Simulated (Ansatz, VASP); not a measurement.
# One calculation of Hf, two programs

```
Hf
1.0
    -1.77956    1.77956    1.77956
     1.77956   -1.77956    1.77956
     1.77956    1.77956   -1.77956
Hf
1
Direct
  0.00000 0.00000 0.00000
```

Alike in both runs: task single point; functional PBEsol; k mesh 16 × 16 × 16; occupations gaussian, width 0.1 eV; no spin polarisation.

```csv
,VASP,Ansatz
version,VASP 6.6.1,Ansatz 0.2.0
potentials or method,"VASP PAW PBE potentials, release 64 (Hf_pv), cutoff 520 eV","scalar-relativistic, plane waves, PAW"
valence electrons in the cell,10,26
```

VASP gave:

| Item | Value |
| --- | --- |
| gap on the k mesh at the Fermi level (eV) | none |
| pressure (GPa) | -6.0 |

Estimate Ansatz's values.

gap on the k mesh at the Fermi level (eV): none; pressure (GPa): -5.7.

VASP's potentials were made for PBE, not for PBEsol. A gap of «none» marks a metal or a gap that the smearing closes. VASP's potentials hold 10 valence electrons a cell and Ansatz's 26, so a difference there can come from the potentials and not from the codes.

Spin-orbit coupling is off throughout.
